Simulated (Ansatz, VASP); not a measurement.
# One calculation of HfZr3Se8, two programs

```
CELL_PARAMETERS angstrom
3.79989 0.00025 0.00619
-1.89980 3.28943 0.00307
0.04488 0.05178 27.81840
ATOMIC_POSITIONS crystal
Zr 0.99239 0.98184 0.99915
Zr 0.98020 0.99504 0.24766
Zr 0.01541 0.02026 0.75144
Hf 0.01232 0.00260 0.50175
Se 0.64956 0.33076 0.19078
Se 0.68068 0.33671 0.44559
Se 0.68375 0.35533 0.69456
Se 0.66083 0.31730 0.94229
Se 0.32331 0.64712 0.05604
Se 0.31192 0.66081 0.30452
Se 0.34350 0.66705 0.55793
Se 0.34613 0.68518 0.80831
```

Change from the starting cell: cell x1, atoms moved at random (sigma 0.15 Å) and cell strained at random (1.5 %), then relaxed without symmetry.

Alike in both runs: functional PBE; k mesh 6 × 6 × 1; occupations gaussian, width 0.1 eV; no spin polarisation.

Ansatz relaxed the structure, and its values are those at the end. VASP's run is a single point on that final structure, the one shown.

|  | VASP | Ansatz |
| --- | --- | --- |
| version | VASP 6.6.1 | Ansatz 0.2.0 |
| potentials or method | VASP PAW PBE potentials, release 64 (Zr_sv, Hf_pv, Se), cutoff 500 eV | scalar-relativistic, plane waves, PAW |
| valence electrons in the cell | 94 | 190 |

```csv
,VASP,Ansatz,Ansatz less VASP
gap on the k mesh at the Fermi level (eV),0.42,0.42,+0.001
least direct gap on the mesh (eV),1.10,1.10,+0.002
pressure (GPa),0.0,0.0,+0.01
rms of the force components (eV/Å),0.010,0.005,-0.0053
```

VASP's potentials hold 94 valence electrons a cell and Ansatz's 190, so a difference there can come from the potentials and not from the codes.

Neither program's run includes spin-orbit coupling.
